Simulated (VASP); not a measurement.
**Ba9S8 (a cell with a defect): single point with PBE**

Ba9S8 (a cell with a defect):

```xyz
17
Lattice="6.4285 0.0000 6.4285 0.0000 -6.4285 6.4285 6.4285 -6.4285 0.0000" Properties=species:S:1:pos:R:3 pbc="T T T"
Ba    3.2067   -6.4269    3.2148
Ba    3.2069   -3.2155    0.0034
Ba    6.4233   -6.4270    6.4320
Ba    6.1686   -2.9612    3.4692
Ba    6.4227   -9.6434    3.2156
Ba    6.1677   -6.6821   -0.2518
Ba    9.8915   -9.3873    6.1757
Ba    9.8913   -6.6828    3.4711
Ba    8.0321  -11.2505    8.0364
S     6.4865   -6.3646    9.5812
S     6.4865   -3.2775    6.4940
S     3.2609   -6.4812    6.3776
S     3.1441   -3.2779    3.1522
S     9.6883   -9.5905    9.6968
S     9.5725   -6.3640    6.4947
S     6.3709   -9.5914    6.3797
S     6.3711   -6.4789    3.2672
```

This cell differs from its parent crystal: with an interstitial atom, then relaxed in part.

```json
{
 "Program": "VASP 6.6.1",
 "Task": "single point",
 "Functional": "PBE",
 "Potentials or basis": "VASP PAW PBE potentials, release 64 (Ba_sv, S)",
 "Cutoff": "520 eV",
 "k mesh": "2 × 2 × 2",
 "Occupations": "gaussian, width 0.02 eV",
 "Spin": "no spin polarisation"
}
```

```json
{"Pressure": "4.4 GPa", "Largest force": "0.061 eV/Å", "Band gap on the k mesh": "zero (bands 69 and 70 overlap by 0.58 eV)"}
```

Forces in eV/Å, atoms in the order of the input:
```
Ba   0.001 -0.002  0.003
Ba   0.000  0.003 -0.002
Ba  -0.005 -0.002 -0.002
Ba  -0.005  0.007  0.007
Ba  -0.004  0.003  0.003
Ba  -0.005 -0.006 -0.007
Ba   0.006  0.006 -0.006
Ba   0.007 -0.006  0.006
Ba   0.001  0.002  0.000
S    0.031  0.031 -0.032
S    0.032 -0.033  0.033
S    0.036 -0.034 -0.034
S   -0.031 -0.031 -0.032
S    0.036  0.034  0.034
S   -0.031  0.029  0.029
S   -0.033  0.036 -0.037
S   -0.034 -0.036  0.035
```

Levels at points of the mesh, in eV from the Fermi level:
| k point | band 66 | band 67 | band 68 | band 69 | band 70 | band 71 | band 72 | band 73 |
| --- | --- | --- | --- | --- | --- | --- | --- | --- |
| (0.00, 0.00, 0.00) | -2.63 | -2.63 | -2.63 | -0.59 | -0.59 | -0.28 | 0.91 | 1.47 |
| (0.50, 0.00, 0.00) | -3.09 | -2.99 | -2.99 | -0.01 | 0.47 | 0.47 | 0.83 | 0.84 |
| (0.00, 0.50, 0.00) | -3.09 | -2.99 | -2.99 | -0.01 | 0.47 | 0.47 | 0.83 | 0.83 |
| (0.00, 0.00, 0.50) | -3.09 | -2.99 | -2.99 | -0.01 | 0.47 | 0.47 | 0.84 | 0.84 |
| (0.50, 0.50, 0.50) | -3.09 | -2.99 | -2.99 | -0.01 | 0.47 | 0.47 | 0.83 | 0.84 |
| (0.50, 0.50, 0.00) | -2.74 | -2.69 | -2.69 | -0.01 | 0.21 | 0.55 | 1.21 | 1.27 |
| (0.00, 0.50, 0.50) | -2.74 | -2.69 | -2.69 | -0.01 | 0.21 | 0.55 | 1.21 | 1.27 |
| (0.50, 0.00, 0.50) | -2.74 | -2.69 | -2.69 | -0.01 | 0.21 | 0.55 | 1.21 | 1.27 |

It took 8.7 min on 1 thread of Intel(R) Xeon(R) 6975P-C (Granite Rapids) (shared host), peak memory 0.78 GiB.

Caveat: the k points lie up to 0.42 Å⁻¹ apart, too coarse for converged energies and pressures of a metal; the cell differs from its parent crystal (with an interstitial atom, then relaxed in part); spin-orbit coupling is left out, which moves the levels of the heavy elements.
